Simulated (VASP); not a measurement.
Wanted: the native input for a VASP 6.6.1 run.

| Item | Value |
| --- | --- |
| Task | relaxation of cell and atoms |
| Functional | LDA |
| Potentials or basis | VASP PAW LDA potentials, release 64 (Ir) |
| Cutoff | 600 eV |
| k mesh | 13 × 13 × 13 |
| Occupations | fermi-dirac, width 0.1 eV |
| Spin | no spin polarisation |
| Dipole correction | no |
| Further INCAR settings | ALGO = Normal; EDIFF = 1e-07; IBRION = 2; EDIFFG = -0.01; NSW = 80; ISIF = 3 |

The structure of Ir lies in POSCAR:

```
Ir
1.0
    2.4815209647      0.0000000000      0.0000000000
    0.0000000000      2.4815209647      0.0000000000
    0.0000000000      0.0000000000      2.4815209647
Ir
1
Direct
    0.0000000000      0.0000000000      0.0000000000
```

This isn't the form of Ir at room conditions, which is fcc.

These files were run (other wordings do the same):

INCAR

```
  ALGO = Normal
  EDIFF = 1E-7
  EDIFFG = -0.01
  ENCUT = 600
  GGA = CA
  IBRION = 2
  ISIF = 3
  ISMEAR = -1
  LASPH = T
  LCHARG = F
  LREAL = F
  LWAVE = F
  NELM = 60
  NSW = 80
  PREC = Accurate
  SIGMA = 0.1
```

KPOINTS

```
k-points
0
Gamma
  13 13 13
```

Potentials or basis: VASP PAW LDA potentials, release 64 (Ir).

Command:

```console
$ cat potpaw_LDA.64/Ir/POTCAR > POTCAR
$ mpirun -np 1 vasp_std > vasp.out
```

It gave:

```json
{"Relaxed volume": "16.24 Å³/atom", "Relaxed cell": "a = 2.532 Å, b = 2.532 Å, c = 2.532 Å, α = 90.00°, β = 90.00°, γ = 90.00°", "Space group after relaxing (to 0.1 Å)": "Pm-3m (No. 221)", "Energy gained by relaxing": "57.3 meV/atom", "Ionic steps": "16", "Pressure after relaxing": "0.1 GPa", "Band gap on the k mesh": "zero (an odd number of electrons rules out a gap without spin polarisation)"}
```

Caveat: spin-orbit coupling is left out, which moves the levels of the heavy elements.

It took 72 s on 1 thread of Intel Xeon 8259CL, with other jobs on the host, peak memory 0.14 GiB.
